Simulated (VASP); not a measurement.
# Zn (P6_3/mmc) in VASP: a series of runs

Zn is run at these levels: PBEsol; tasks: relaxation of cell and atoms, relaxation of shape and atoms at fixed volume.

Everything below comes from runs of VASP 6.6.1. Logs are shortened: lines on timing, memory, paths and dates and some standing lists are left out, and cuts for length are marked.

### 1 The cell of the first run

The structure is hexagonal, space group P6_3/mmc (No. 194). The conventional cell has a = 2.670 Å, b = 2.670 Å, c = 4.966 Å, α = 90.00°, β = 90.00°, γ = 120.00°. Within 3.5 Å of Zn (site symmetry -6m2) lie 12 Zn at 2.67 to 2.92 Å.

### 2 Relaxation of cell and atoms, PBEsol

INCAR reads:

```
PREC = Accurate
ENCUT = 600
EDIFF = 1E-6
ISMEAR = 0
SIGMA = 0.1
LREAL = False
LASPH = True
NELM = 100
ALGO = Fast
ISIF = 3
LWAVE = False
LCHARG = False
GGA = PS
IBRION = 2
NSW = 100
EDIFFG = -0.002
```

KPOINTS reads:

```
Automatic mesh
0
Gamma
  18 18 8
```

POSCAR reads:

```
Zn
1.0
    2.6700000000      0.0000000000      0.0000000000
   -1.3350000000      2.3122878281      0.0000000000
    0.0000000000      0.0000000000      4.9660000000
Zn
2
Direct
    0.3333333333      0.6666666667      0.2500000000
    0.6666666667      0.3333333333      0.7500000000
```

Potentials or basis: VASP PAW PBE potentials, release 64 (Zn).

On the command line:

```bash
> cat potpaw_PBE.64/Zn/POTCAR > POTCAR
> mpirun -np 1 vasp_std > vasp.out
```

OUTCAR:

```text
PREC = Accurate
   ENCUT = 600
   EDIFF = 1E-6
   ISMEAR = 0
   LREAL = False
   LASPH = True
   NELM = 100
   ISIF = 3
   GGA = PS
   IBRION = 2
   NSW = 100
   EDIFFG = -0.002

 ion  position               nearest neighbor table
   1  0.333  0.667  0.250-   2 2.92   2 2.92   2 2.92   2 2.92   2 2.92   2 2.92
   2  0.667  0.333  0.750-   1 2.92   1 2.92   1 2.92   1 2.92   1 2.92   1 2.92

  LATTYP: Found a hexagonal cell.
 ALAT       =     2.6700000000
 C/A-ratio  =     1.8599250936

  Lattice vectors:

 A1 = (   2.6700000000,   0.0000000000,   0.0000000000)
 A2 = (  -1.3350000000,   2.3122878281,   0.0000000000)
 A3 = (   0.0000000000,   0.0000000000,   4.9660000000)

Analysis of symmetry for initial positions (statically):
=====================================================================
 Subroutine PRICEL returns:
 Original cell was already a primitive cell.

 Routine SETGRP: Setting up the symmetry group for a
 hexagonal supercell.

 Subroutine GETGRP returns: Found 24 space group operations
 (whereof 12 operations were pure point group operations)
 out of a pool of 24 trial point group operations.

The static configuration has the point symmetry D_3d.
 The point group associated with its full space group is D_6h.

Analysis of symmetry for dynamics (positions and initial velocities):
=====================================================================
 Subroutine PRICEL returns:
 Original cell was already a primitive cell.

 Routine SETGRP: Setting up the symmetry group for a
 hexagonal supercell.

 Subroutine GETGRP returns: Found 24 space group operations
 (whereof 12 operations were pure point group operations)
 out of a pool of 24 trial point group operations.

The dynamic configuration has the point symmetry D_3d.
 The point group associated with its full space group is D_6h.

 Subroutine INISYM returns: Found 24 space group operations
 (whereof 12 operations are pure point group operations),
 and found     1 'primitive' translations

----------------------------------------------------------------------------------------

                                     Primitive cell

  volume of cell :      30.6591

  direct lattice vectors                    reciprocal lattice vectors
     2.670000000  0.000000000  0.000000000     0.374531835  0.216236056  0.000000000
    -1.335000000  2.312287828  0.000000000     0.000000000  0.432472112  0.000000000
     0.000000000  0.000000000  4.966000000     0.000000000  0.000000000  0.201369311

  length of vectors
     2.670000000  2.670000000  4.966000000     0.432472112  0.432472112  0.201369311

  position of ions in fractional coordinates (direct lattice)
     0.333333333  0.666666667  0.250000000
     0.666666667  0.333333333  0.750000000

  ion indices of the primitive-cell ions
   primitive index   ion index
                 1           1
                 2           2

----------------------------------------------------------------------------------------

 KPOINTS: Automatic mesh

Automatic generation of k-mesh.
 Grid dimensions read from file:
 generate k-points for:   18   18    8

 Generating k-lattice:

  Cartesian coordinates                     Fractional coordinates (reciprocal lattice)
     0.020807324  0.012013114  0.000000000     0.055555556  0.000000000  0.000000000
     0.000000000  0.024026228  0.000000000     0.000000000  0.055555556  0.000000000
     0.000000000  0.000000000  0.025171164     0.000000000  0.000000000  0.125000000

  Length of vectors
     0.024026228  0.024026228  0.025171164

  Shift w.r.t. Gamma in fractional coordinates (k-lattice)
     0.000000000  0.000000000  0.000000000

 Subroutine IBZKPT returns following result:
 ===========================================

 Found    185 irreducible k-points:

 Following reciprocal coordinates:
            Coordinates               Weight
  0.000000  0.000000  0.000000      1.000000
  0.055556  0.000000  0.000000      6.000000
  0.111111  0.000000  0.000000      6.000000
  0.166667  0.000000  0.000000      6.000000
  0.222222  0.000000  0.000000      6.000000
  0.277778  0.000000  0.000000      6.000000
[... 16 lines left out ...]
  0.333333  0.111111  0.000000     12.000000
  0.388889  0.111111  0.000000     12.000000
 [... further k-points ...]
   k-points           NKPTS =    185   k-points in BZ     NKDIM =    185   number of bands    NBANDS=     16
   number of dos      NEDOS =    301   number of ions     NIONS =      2
   total plane-waves  NPLWV =  23040
   dimension x,y,z NGX =    24 NGY =   24 NGZ =   40
   dimension x,y,z NGXF=    48 NGYF=   48 NGZF=   80
   ions per type =               2
   NGX,Y,Z   is equivalent  to a cutoff of  14.94, 14.94, 13.39 a.u.
   NGXF,Y,Z  is equivalent  to a cutoff of  29.89, 29.89, 26.78 a.u.
 SYSTEM =  unknown system
   PREC   = accura    normal or accurate (medium, high low for compatibility)
   ISTART =      0    job   : 0-new  1-cont  2-samecut
   ICHARG =      2    charge: 1-file 2-atom 10-const
   ISPIN  =      1    spin polarized calculation?
   LNONCOLLINEAR =      F non collinear calculations
   LSORBIT =      F    spin-orbit coupling
   LASPH  =      T    aspherical Exc in radial PAW
   ENCUT  =  600.0 eV  44.10 Ry    6.64 a.u.   5.33  5.33  9.92*2*pi/ulx,y,z
   NELM   =    100;   NELMIN=  2; NELMDL= -5     # of ELM steps
   EDIFF  = 0.1E-05   stopping-criterion for ELM
   LREAL  =      F    real-space projection
   EDIFFG = -.2E-02   stopping-criterion for IOM
   NSW    =    100    number of steps for IOM
   IBRION =      2    ionic relax: 0-MD 1-quasi-New 2-CG
   NFREE  =      1    steps in history (QN), initial steepest desc. (CG)
   ISIF   =      3    stress and relaxation
   ISYM   =      2    0-nonsym 1-usesym 2-fastsym
   POTIM  = 0.5000    time-step for ionic-motion
   TEBEG  =    0.0;   TEEND  =   0.0 temperature during run
   PSTRESS=    0.0 pullay stress
   NELECT =      24.0000    total number of electrons
   NUPDOWN=      -1.0000    fix difference up-down
   EMIN   =  10.00;   EMAX   =-10.00  energy-range for DOS
   EFERMI =   0.00;   METHOD = LEGACY
   ISMEAR =     0;   SIGMA  =   0.10  broadening in eV -4-tet -1-fermi 0-gaus
   EFERMI_NEDOS =   21; number of points for ismear=-14 and -15
   IALGO  =     68    algorithm
   IMIX   =      4    mixing-type and parameters
     AMIX     =   0.40;   BMIX     =  1.00
     AMIX_MAG =   1.60;   BMIX_MAG =  1.00
  volume/ion in A,a.u.               =      15.33       103.45
  Fermi-wavevector in a.u.,A,eV,Ry     =   1.508778  2.851177 30.972445  2.276410
  Thomas-Fermi vector in A             =   2.619187
   LORBIT       =      0    0 simple, 1 ext, 2 COOP (PROOUT), +10 PAW based schemes
   GGA     = PS    functional components
   LHFCALC =     F    Hartree Fock is set to
   AEXX    =    0.0000 exact exchange contribution
   IVDW    =     0    specifies the selected vdW correction
   LEPSILON=     F    determine dielectric tensor
   LRPA    =     F    only Hartree local field effects (RPA)
 conjugate gradient relaxation of ions
 non-spin polarized calculation
 RMM-DIIS sequential band-by-band and
 Gauss-broadening in eV      SIGMA  =   0.10
  energy-cutoff  :      600.00
  volume of cell :       30.66
 maximum number of plane-waves:      1064
 NGX is ok and might be reduce to    24
   NGX = 11   NGY = 11   NGZ = 19

--------------------------------------- Ionic step        1  -------------------------------------------

 number of electron      24.0000003 magnetization

 Free energy of the ion-electron system (eV)
  ---------------------------------------------------
  ext. energy  EPLUGINS =         0.00000000
  ---------------------------------------------------
  free energy    TOTEN  =        -3.13208504 eV

  energy without entropy =       -3.12950650  energy(sigma->0) =       -3.13079577

------------------------ aborting loop because EDIFF is reached ----------------------------------------

  FORCE on cell =-STRESS in cart. coord.  units (eV):
  Direction    XX          YY          ZZ          XY          YZ          ZX
  --------------------------------------------------------------------------------------
  -------------------------------------------------------------------------------------
  Total       -1.0748230     -1.0748230     -0.6760927      0.0000000      0.0000000      0.0000000
  in kB      -56.1678341    -56.1678341    -35.3310824      0.0000000      0.0000000      0.0000000
  external PRESSURE =     -49.2222502 kB  Pullay stress =       0.0000000 kB
[... 89 lines left out ...]
  FREE ENERGIE OF THE ION-ELECTRON SYSTEM (eV)
  ---------------------------------------------------
  free  energy   TOTEN  =        -3.1727560705 eV

  energy  without entropy=       -3.1703588186  energy(sigma->0) =       -3.17155744

[... ionic steps 4 to 27 ...]

--------------------------------------- Ionic step       28  -------------------------------------------

 number of electron      24.0000002 magnetization

------------------------ aborting loop because EDIFF is reached ----------------------------------------

  FORCE on cell =-STRESS in cart. coord.  units (eV):
  Direction    XX          YY          ZZ          XY          YZ          ZX
  --------------------------------------------------------------------------------------
  -------------------------------------------------------------------------------------
  Total       -0.0243810     -0.0243810     -0.0150549      0.0000000      0.0000000      0.0000000
  in kB       -1.3663744     -1.3663744     -0.8437152      0.0000000      0.0000000      0.0000000
  external PRESSURE =      -1.1921547 kB  Pullay stress =       0.0000000 kB
[... 57 lines left out ...]
  energy  without entropy=       -3.1703806364  energy(sigma->0) =       -3.17157380

--------------------------------------- Ionic step       30  -------------------------------------------

 number of electron      24.0000002 magnetization

 Free energy of the ion-electron system (eV)
  ---------------------------------------------------
  ext. energy  EPLUGINS =         0.00000000
  ---------------------------------------------------
  free energy    TOTEN  =        -3.17276894 eV

  energy without entropy =       -3.17038944  energy(sigma->0) =       -3.17157919

 E-fermi :   3.5274     XC(G=0): -12.0279

 val. band max:        3.5240884455   @ k =   0.2222   0.0556   0.1250
 cond. band min:       3.5316693149   @ k =   0.3333   0.2222   0.2500
 fundamental gap:      0.0075808694
 Fermi energy:         3.5274417654

 k-point     1 :       0.0000    0.0000    0.0000
  band No.  band energies     occupation
      1      -7.5360      2.00000
      2      -5.5304      2.00000
      3      -4.7152      2.00000
      4      -4.4408      2.00000
      5      -4.4408      2.00000
      6      -4.3872      2.00000
[... 8 lines left out ...]
     15      20.9184      0.00000
     16      21.9049      0.00000
[... 420 lines left out ...]
  band No.  band energies     occupation
      1      -5.1624      2.00000
      2      -5.0650      2.00000
      3      -4.9519      2.00000
      4      -4.4504      2.00000
      5      -4.2885      2.00000
      6      -4.2806      2.00000
[... 8 lines left out ...]
     15       9.1431      0.00000
     16      10.4113      0.00000

 [... further k-points ...]
[... 5 lines left out ...]
  --------------------------------------------------------------------------------------
  -------------------------------------------------------------------------------------
  Total       -0.0003476     -0.0003476      0.0027007      0.0000000     -0.0000000      0.0000000
  in kB       -0.0194828     -0.0194828      0.1513647      0.0000000     -0.0000000      0.0000000
  external PRESSURE =       0.0374663 kB  Pullay stress =       0.0000000 kB
[... 17 lines left out ...]
  FREE ENERGIE OF THE ION-ELECTRON SYSTEM (eV)
  ---------------------------------------------------
  free  energy   TOTEN  =        -3.1727689408 eV

  energy  without entropy=       -3.1703894441  energy(sigma->0) =       -3.17157919

 reached required accuracy - stopping structural energy minimisation
```

Run time: 6.7 min. Hardware: 1 thread of AMD EPYC 9R45 (Zen 5), shared host; peak memory 0.21 GiB.

What came out:

```yaml
Free_energy: -3.1728 eV
Relaxed_volume: 14.29 Å³/atom
Relaxed_cell: a = 2.599 Å, b = 2.599 Å, c = 4.888 Å, α = 90.00°, β = 90.00°, γ = 120.00°
Space_group_after_relaxing_to_0.05_Å: P6_3/mmc (No. 194)
Energy_gained_by_relaxing: 20.3 meV/atom
Ionic_steps: 30
Pressure_after_relaxing: 0.0 GPa
Band_gap_on_the_k_mesh: zero (band 12 reaches 5.10 eV, above the bottom of band 13 at 0.25 eV)
```

Step by step:
```csv
step,energy change (eV),largest force (eV/Å),pressure (GPa),volume (Å³)
1,0.0000,0.0000,-4.92,30.66
2,-0.0407,0.0000,-0.05,28.62
3,-0.0407,0.0000,-0.18,28.60
4,-0.0407,0.0000,-0.09,28.60
5,-0.0407,0.0000,-0.08,28.60
6,-0.0407,0.0000,-0.06,28.60
7,-0.0407,0.0000,-0.01,28.60
8,-0.0407,0.0000,-0.04,28.60
9,-0.0407,0.0000,-0.01,28.59
10,-0.0407,0.0000,0.06,28.59
11,-0.0407,0.0000,-0.14,28.59
12,-0.0407,0.0000,-0.01,28.59
13,-0.0407,0.0000,-0.05,28.59
14,-0.0407,0.0000,-0.06,28.59
15,-0.0407,0.0000,-0.02,28.59
16,-0.0407,0.0000,-0.01,28.59
17,-0.0407,0.0000,0.03,28.59
18,-0.0407,0.0000,-0.08,28.59
19,-0.0407,0.0000,-0.04,28.59
20,-0.0407,0.0000,0.00,28.59
21,-0.0407,0.0000,0.00,28.59
22,-0.0407,0.0000,0.03,28.59
23,-0.0407,0.0000,-0.02,28.59
24,-0.0407,0.0000,-0.03,28.59
25,-0.0407,0.0000,-0.01,28.59
26,-0.0407,0.0000,-0.04,28.59
27,-0.0407,0.0000,-0.02,28.59
28,-0.0407,0.0000,-0.12,28.59
29,-0.0407,0.0000,-0.02,28.59
30,-0.0407,0.0000,0.00,28.59
```

Final structure:
```yaml
crystal:
  lattice:
    - [2.59878, 0.00000, 0.00000]
    - [-1.29939, 2.25061, 0.00000]
    - [0.00000, 0.00000, 4.88766]
  atoms:
    - { symbol: Zn, position: [0.33333, 0.66667, 0.25000] }
    - { symbol: Zn, position: [0.66667, 0.33333, 0.75000] }
```

Levels at points of the mesh, in eV from the Fermi level:
```
           k point  band 10  band 11  band 12  band 13  band 14  band 15
(0.00, 0.00, 0.00)    -7.30    -7.30    -4.17    -3.28    13.59    17.39
(0.50, 0.00, 0.00)    -7.07    -3.14    -2.28     2.55     3.46     4.26
(0.00, 0.00, 0.50)    -7.39    -7.39    -7.39     4.39     4.39    19.72
(0.50, 0.00, 0.50)    -7.08    -2.19    -2.19     0.17     0.17    10.22
```

Caveat: the PAW data sets were made with another functional, which shifts forces and pressure a little.

### 3 Relaxation of shape and atoms at fixed volume, PBEsol (volume scaled by 0.98)

INCAR reads:

```
SYSTEM = Zn
  PREC = Accurate
  ENCUT = 600
  EDIFF = 1E-6
  ISMEAR = -1
  SIGMA = 0.15
  LREAL = .False.
  LASPH = .True.
  NELM = 60
  ALGO = Fast
  ISIF = 4
  LWAVE = .False.
  LCHARG = .False.
  GGA = PS
  IBRION = 2
  NSW = 80
  EDIFFG = -0.001
```

KPOINTS reads:

```
regular mesh
0
Gamma
  18 18 8
  0 0 0
```

POSCAR reads:

```
Zn
1.0
    2.5855161060      0.0000000000      0.0000000000
   -1.2927580530      2.2391226297      0.0000000000
    0.0000000000      0.0000000000      4.8107375990
Zn
2
Direct
    0.3333333333      0.6666666667      0.2500000000
    0.6666666667      0.3333333333      0.7500000000
```

Potentials or basis: VASP PAW PBE potentials, release 64 (Zn).

On the command line:

```bash
> cat potpaw_PBE.64/Zn/POTCAR > POTCAR
> mpirun -np 1 vasp_std > vasp.out
```

Run time: 2.1 min. Hardware: 1 thread of AMD EPYC 9R45 (Zen 5), shared host; peak memory 0.19 GiB.

It converged, with:

| Quantity | Value |
| --- | --- |
| Free energy | -3.1816 eV |
| Energy gained by relaxing | 0.5 meV/atom |
| Ionic steps | 4 |
| Pressure after relaxing | 1.9 GPa |
| Band gap on the k mesh | zero (band 12 reaches 5.19 eV, above the bottom of band 13 at 0.81 eV) |

Step by step:
```tsv
step	energy change (eV)	largest force (eV/Å)	pressure (GPa)	volume (Å³)
1	0.0000	0.0000	2.39	27.85
2	-0.0005	0.0000	2.21	27.85
3	-0.0010	0.0000	1.87	27.85
4	-0.0010	0.0000	1.90	27.85
```

Final structure:
```
Zn
1.0
     2.60042    0.00000    0.00000
    -1.30021    2.25203    0.00000
     0.00000    0.00000    4.75575
Zn
2
Direct
  0.33333 0.66667 0.25000
  0.66667 0.33333 0.75000
```

Levels at points of the mesh, in eV from the Fermi level:
```csv
k point,band 10,band 11,band 12,band 13,band 14,band 15
"(0.00, 0.00, 0.00)",-7.27,-7.27,-4.11,-2.86,14.89,18.19
"(0.50, 0.00, 0.00)",-7.06,-3.26,-2.37,2.87,3.55,4.65
"(0.00, 0.00, 0.50)",-7.38,-7.38,-7.38,5.10,5.10,19.63
"(0.50, 0.00, 0.50)",-7.07,-2.26,-2.26,0.19,0.19,10.86
```

Caveat: the cell differs from its parent crystal (volume scaled by 0.98); the PAW data sets were made with another functional, which shifts forces and pressure a little.

[end of part 1 of 2]
